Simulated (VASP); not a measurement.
# Sc2As3Se3 (P-6m2) in VASP: single point with PBE

Aim: the single point of Sc2As3Se3 with PBE.

Program: VASP 6.6.1. These are calculated values, not measurements. Logs are shortened: lines on timing, memory, paths and dates and some standing lists are left out, and cuts for length are marked.

## 1. The cell of the first run

Symmetry: P-6m2, No. 187, hexagonal system. The conventional cell has a = 4.553 Å, b = 4.553 Å, c = 11.117 Å, α = 90.00°, β = 90.00°, γ = 120.00°. Sc (site symmetry -6m2) has 5 Se at 2.63 to 2.81 Å within 3.5 Å. Sc (site symmetry -6m2) has 9 As at 2.63 to 3.23 Å and 2 Se at 2.75 Å within 3.5 Å. As (site symmetry -6m2) has 3 Sc at 2.63 Å and 6 As at 3.23 Å within 3.5 Å. As (site symmetry 3m) has 4 Se at 2.77 to 3.69 Å and 3 Sc at 3.23 Å and 4 As at 3.23 to 3.74 Å within 3.8 Å. Se (site symmetry -6m2) has 3 Sc at 2.63 Å within 3.5 Å. Within 3.6 Å of Se (site symmetry 3m) lie 2 Sc at 2.75 to 2.81 Å and 3 As at 2.77 Å.

The cell was built from a structure type or drawn by symmetry, and may not be a known phase.

## 2. Single point, PBE

The input, INCAR:

```
PREC = Accurate ; ENCUT = 520
EDIFF = 1E-7 ; ISMEAR = 0
SIGMA = 0.2 ; LREAL = False
LASPH = True ; NELM = 80
ALGO = Normal ; ISIF = 2
LWAVE = False ; LCHARG = False
GGA = PE ; NBANDS = 38
```

The input, KPOINTS:

```
regular mesh
0
Gamma
  4 4 2
```

The input, POSCAR:

```
Sc2As3Se3
1.0
    4.5525548126      0.0000000000      0.0000000000
   -2.2762774063      3.9426281198      0.0000000000
    0.0000000000      0.0000000000     11.1170741140
Sc As Se
2 3 3
Direct
    0.3333333333      0.6666666667      0.5000000000
    0.3333333333      0.6666666667      0.0000000000
    0.0000000000      0.0000000000      0.0000000000
    0.6666666667      0.3333333333      0.1683440873
    0.6666666667      0.3333333333      0.8316559127
    0.6666666667      0.3333333333      0.5000000000
    0.3333333333      0.6666666667      0.7527715597
    0.3333333333      0.6666666667      0.2472284403
```

Potentials or basis: VASP PAW PBE potentials, release 64 (Sc_sv, As, Se).

Launch:

```sh
$ cat potpaw_PBE.64/Sc_sv/POTCAR potpaw_PBE.64/As/POTCAR potpaw_PBE.64/Se/POTCAR > POTCAR
$ mpirun -np 1 vasp_std > vasp.out
```

OUTCAR:

```text
PREC = Accurate
   ENCUT = 520
   EDIFF = 1E-7
   ISMEAR = 0
   LREAL = False
   LASPH = True
   NELM = 80
   ISIF = 2
   GGA = PE

 ion  position               nearest neighbor table
   1  0.333  0.667  0.500-   6 2.63   6 2.63   6 2.63   8 2.81   7 2.81
   2  0.333  0.667  0.000-   3 2.63   3 2.63   3 2.63   8 2.75   7 2.75
   3  0.000  0.000  0.000-   2 2.63   2 2.63   2 2.63
   4  0.667  0.333  0.168-   8 2.77   8 2.77   8 2.77
   5  0.667  0.333  0.832-   7 2.77   7 2.77   7 2.77
   6  0.667  0.333  0.500-   1 2.63   1 2.63   1 2.63
   7  0.333  0.667  0.753-   2 2.75   5 2.77   5 2.77   5 2.77   1 2.81
   8  0.333  0.667  0.247-   2 2.75   4 2.77   4 2.77   4 2.77   1 2.81

  LATTYP: Found a hexagonal cell.
 ALAT       =     4.5525548126
 C/A-ratio  =     2.4419418484

  Lattice vectors:

 A1 = (   4.5525548126,   0.0000000000,   0.0000000000)
 A2 = (  -2.2762774063,   3.9426281198,   0.0000000000)
 A3 = (   0.0000000000,   0.0000000000,  11.1170741140)

Analysis of symmetry for initial positions (statically):
=====================================================================
 Subroutine PRICEL returns:
 Original cell was already a primitive cell.

 Routine SETGRP: Setting up the symmetry group for a
 hexagonal supercell.

 Subroutine GETGRP returns: Found 12 space group operations
 (whereof 12 operations were pure point group operations)
 out of a pool of 24 trial point group operations.

The static configuration has the point symmetry D_3h.

Analysis of symmetry for dynamics (positions and initial velocities):
=====================================================================
 Subroutine PRICEL returns:
 Original cell was already a primitive cell.

 Routine SETGRP: Setting up the symmetry group for a
 hexagonal supercell.

 Subroutine GETGRP returns: Found 12 space group operations
 (whereof 12 operations were pure point group operations)
 out of a pool of 24 trial point group operations.

The dynamic configuration has the point symmetry D_3h.

 Subroutine INISYM returns: Found 12 space group operations
 (whereof 12 operations are pure point group operations),
 and found     1 'primitive' translations

----------------------------------------------------------------------------------------

                                     Primitive cell

  volume of cell :     199.5407

  direct lattice vectors                    reciprocal lattice vectors
     4.552554813  0.000000000  0.000000000     0.219656883  0.126818961  0.000000000
    -2.276277406  3.942628120  0.000000000     0.000000000  0.253637921  0.000000000
     0.000000000  0.000000000 11.117074114     0.000000000  0.000000000  0.089951726

  length of vectors
     4.552554813  4.552554813 11.117074114     0.253637921  0.253637921  0.089951726

  position of ions in fractional coordinates (direct lattice)
     0.333333333  0.666666667  0.500000000
     0.333333333  0.666666667  0.000000000
     0.000000000  0.000000000  0.000000000
     0.666666667  0.333333333  0.168344087
     0.666666667  0.333333333  0.831655913
     0.666666667  0.333333333  0.500000000
     0.333333333  0.666666667  0.752771560
     0.333333333  0.666666667  0.247228440

  ion indices of the primitive-cell ions
   primitive index   ion index
                 1           1
                 2           2
                 3           3
                 4           4
                 5           5
                 6           6
                 7           7
                 8           8

----------------------------------------------------------------------------------------

 KPOINTS: regular mesh

Automatic generation of k-mesh.
 Grid dimensions read from file:
 generate k-points for:    4    4    2

 Generating k-lattice:

  Cartesian coordinates                     Fractional coordinates (reciprocal lattice)
     0.054914221  0.031704740  0.000000000     0.250000000 -0.000000000  0.000000000
     0.000000000  0.063409480  0.000000000     0.000000000  0.250000000  0.000000000
     0.000000000  0.000000000  0.044975863     0.000000000  0.000000000  0.500000000

  Length of vectors
     0.063409480  0.063409480  0.044975863

  Shift w.r.t. Gamma in fractional coordinates (k-lattice)
     0.000000000  0.000000000  0.000000000

 Subroutine IBZKPT returns following result:
 ===========================================

 Found      8 irreducible k-points:

 Following reciprocal coordinates:
            Coordinates               Weight
  0.000000  0.000000  0.000000      1.000000
  0.250000  0.000000  0.000000      6.000000
  0.500000  0.000000  0.000000      3.000000
  0.250000  0.250000  0.000000      6.000000
  0.000000  0.000000  0.500000      1.000000
  0.250000  0.000000  0.500000      6.000000
  0.500000  0.000000  0.500000      3.000000
  0.250000  0.250000  0.500000      6.000000
   k-points           NKPTS =      8   k-points in BZ     NKDIM =      8   number of bands    NBANDS=     38
   number of dos      NEDOS =    301   number of ions     NIONS =      8
   total plane-waves  NPLWV = 108864
   dimension x,y,z NGX =    36 NGY =   36 NGZ =   84
   dimension x,y,z NGXF=    72 NGYF=   72 NGZF=  168
   ions per type =               2   3   3
   NGX,Y,Z   is equivalent  to a cutoff of  13.15, 13.15, 12.56 a.u.
   NGXF,Y,Z  is equivalent  to a cutoff of  26.29, 26.29, 25.12 a.u.
 SYSTEM =  unknown system
   PREC   = accura    normal or accurate (medium, high low for compatibility)
   ISTART =      0    job   : 0-new  1-cont  2-samecut
   ICHARG =      2    charge: 1-file 2-atom 10-const
   ISPIN  =      1    spin polarized calculation?
   LNONCOLLINEAR =      F non collinear calculations
   LSORBIT =      F    spin-orbit coupling
   LASPH  =      T    aspherical Exc in radial PAW
   ENCUT  =  520.0 eV  38.22 Ry    6.18 a.u.   8.46  8.46 20.67*2*pi/ulx,y,z
   NELM   =     80;   NELMIN=  2; NELMDL= -5     # of ELM steps
   EDIFF  = 0.1E-06   stopping-criterion for ELM
   LREAL  =      F    real-space projection
   EDIFFG = 0.1E-05   stopping-criterion for IOM
   NSW    =      0    number of steps for IOM
   IBRION =     -1    ionic relax: 0-MD 1-quasi-New 2-CG
   NFREE  =      0    steps in history (QN), initial steepest desc. (CG)
   ISIF   =      2    stress and relaxation
   ISYM   =      2    0-nonsym 1-usesym 2-fastsym
   POTIM  = 0.5000    time-step for ionic-motion
   TEBEG  =    0.0;   TEEND  =   0.0 temperature during run
   PSTRESS=    0.0 pullay stress
   NELECT =      55.0000    total number of electrons
   NUPDOWN=      -1.0000    fix difference up-down
   EMIN   =  10.00;   EMAX   =-10.00  energy-range for DOS
   EFERMI =   0.00;   METHOD = LEGACY
   ISMEAR =     0;   SIGMA  =   0.20  broadening in eV -4-tet -1-fermi 0-gaus
   EFERMI_NEDOS =   21; number of points for ismear=-14 and -15
   IALGO  =     38    algorithm
   IMIX   =      4    mixing-type and parameters
     AMIX     =   0.40;   BMIX     =  1.00
     AMIX_MAG =   1.60;   BMIX_MAG =  1.00
  volume/ion in A,a.u.               =      24.94       168.32
  Fermi-wavevector in a.u.,A,eV,Ry     =   1.065414  2.013341 15.444080  1.135108
  Thomas-Fermi vector in A             =   2.200965
   LORBIT       =      0    0 simple, 1 ext, 2 COOP (PROOUT), +10 PAW based schemes
   GGA     = PE    functional components
   LHFCALC =     F    Hartree Fock is set to
   AEXX    =    0.0000 exact exchange contribution
   IVDW    =     0    specifies the selected vdW correction
   LEPSILON=     F    determine dielectric tensor
   LRPA    =     F    only Hartree local field effects (RPA)
 non-spin polarized calculation
 Gauss-broadening in eV      SIGMA  =   0.20
  energy-cutoff  :      520.00
  volume of cell :      199.54
 maximum number of plane-waves:      5423
 NGX is ok and might be reduce to    36
   NGX = 17   NGY = 17   NGZ = 41

 number of electron      54.9999997 magnetization

 Free energy of the ion-electron system (eV)
  ---------------------------------------------------
  ext. energy  EPLUGINS =         0.00000000
  ---------------------------------------------------
  free energy    TOTEN  =       -41.10609539 eV

  energy without entropy =      -40.98986503  energy(sigma->0) =      -41.04798021

 E-fermi :   3.9492     XC(G=0):  -9.2771

 val. band max:        3.8392192619   @ k =   0.0000   0.0000   0.0000
 cond. band min:       3.9497370327   @ k =   0.2500   0.0000   0.0000
 fundamental gap:      0.1105177708
 Fermi energy:         3.9492415649

 k-point     1 :       0.0000    0.0000    0.0000
  band No.  band energies     occupation
      1     -46.9106      2.00000
      2     -45.7947      2.00000
      3     -25.5552      2.00000
      4     -25.5552      2.00000
      5     -25.4758      2.00000
      6     -24.4657      2.00000
[... 30 lines left out ...]
     37       5.7292      0.00000
     38       5.9676      0.00000

 k-point     2 :       0.2500    0.0000    0.0000
  band No.  band energies     occupation
      1     -46.9103      2.00000
      2     -45.7944      2.00000
      3     -25.5642      2.00000
      4     -25.5572      2.00000
      5     -25.4753      2.00000
      6     -24.4711      2.00000
[... 30 lines left out ...]
     37       6.0804      0.00000
     38       6.0815      0.00000

 k-point     3 :       0.5000    0.0000    0.0000
  band No.  band energies     occupation
      1     -46.9100      2.00000
      2     -45.7941      2.00000
      3     -25.5731      2.00000
      4     -25.5591      2.00000
      5     -25.4747      2.00000
      6     -24.4812      2.00000
[... 30 lines left out ...]
     37       6.1336      0.00000
[... 125 lines left out ...]
 k-point     7 :       0.5000    0.0000    0.5000
  band No.  band energies     occupation
      1     -46.9100      2.00000
      2     -45.7941      2.00000
      3     -25.5731      2.00000
      4     -25.5591      2.00000
      5     -25.4747      2.00000
      6     -24.4812      2.00000
[... 30 lines left out ...]
     37       6.5071      0.00000
     38       6.7259      0.00000

 k-point     8 :       0.2500    0.2500    0.5000
  band No.  band energies     occupation
      1     -46.9100      2.00000
      2     -45.7941      2.00000
      3     -25.5708      2.00000
      4     -25.5613      2.00000
      5     -25.4747      2.00000
      6     -24.4779      2.00000
[... 30 lines left out ...]
     37       6.6590      0.00000
     38       6.7891      0.00000

------------------------ aborting loop because EDIFF is reached ----------------------------------------

  FORCE on cell =-STRESS in cart. coord.  units (eV):
  Direction    XX          YY          ZZ          XY          YZ          ZX
  --------------------------------------------------------------------------------------
  -------------------------------------------------------------------------------------
  Total        0.2949596      0.2949596      1.0012214     -0.0000000      0.0000000      0.0000000
  in kB        2.3683271      2.3683271      8.0391327     -0.0000000      0.0000000      0.0000000
  external PRESSURE =       4.2585956 kB  Pullay stress =       0.0000000 kB

 VOLUME and BASIS-vectors are now :
 -----------------------------------------------------------------------------
  energy-cutoff  :      520.00
  volume of cell :      199.54
      direct lattice vectors                 reciprocal lattice vectors
     4.552554813  0.000000000  0.000000000     0.219656883  0.126818961  0.000000000
    -2.276277406  3.942628120  0.000000000     0.000000000  0.253637921  0.000000000
     0.000000000  0.000000000 11.117074114     0.000000000  0.000000000  0.089951726

 POSITION                                       TOTAL-FORCE (eV/Angst)
 -----------------------------------------------------------------------------------
     -0.00000      2.62842      5.55854        -0.000000      0.000000      0.000000
     -0.00000      2.62842      0.00000         0.000000     -0.000000      0.000000
      0.00000      0.00000      0.00000        -0.000000     -0.000000      0.000000
      2.27628      1.31421      1.87149         0.000000     -0.000000     -0.006432
      2.27628      1.31421      9.24558         0.000000     -0.000000      0.006432
      2.27628      1.31421      5.55854        -0.000000     -0.000000      0.000000
     -0.00000      2.62842      8.36862         0.000000     -0.000000     -0.039084
     -0.00000      2.62842      2.74846         0.000000     -0.000000      0.039084
 -----------------------------------------------------------------------------------
    total drift:                                0.000001     -0.000000     -0.000000

  FREE ENERGIE OF THE ION-ELECTRON SYSTEM (eV)
  ---------------------------------------------------
  free  energy   TOTEN  =       -41.1060953891 eV

  energy  without entropy=      -40.9898650261  energy(sigma->0) =      -41.04798021
```

Wall time 2.6 min (1 thread of Intel Xeon 8259CL, shared host); peak memory 0.35 GiB.

What came out:

| Quantity | Value |
| --- | --- |
| Free energy | -41.1061 eV |
| Pressure | 0.4 GPa |
| Largest force | 0.039 eV/Å |
| Band gap on the k mesh | zero (an odd number of electrons rules out a gap without spin polarisation) |

Forces on the atoms (eV/Å):
```
Sc   0.000  0.000  0.000
Sc   0.000  0.000  0.000
As   0.000  0.000  0.000
As   0.000  0.000 -0.006
As   0.000  0.000  0.006
Se   0.000  0.000  0.000
Se   0.000  0.000 -0.039
Se   0.000  0.000  0.039
```

Stress tensor (GPa, compression positive):
```
0.24 0.00 0.00
0.00 0.24 0.00
0.00 0.00 0.80
```

Caveat: the k points lie up to 0.40 Å⁻¹ apart, too coarse for converged energies and pressures of a metal.
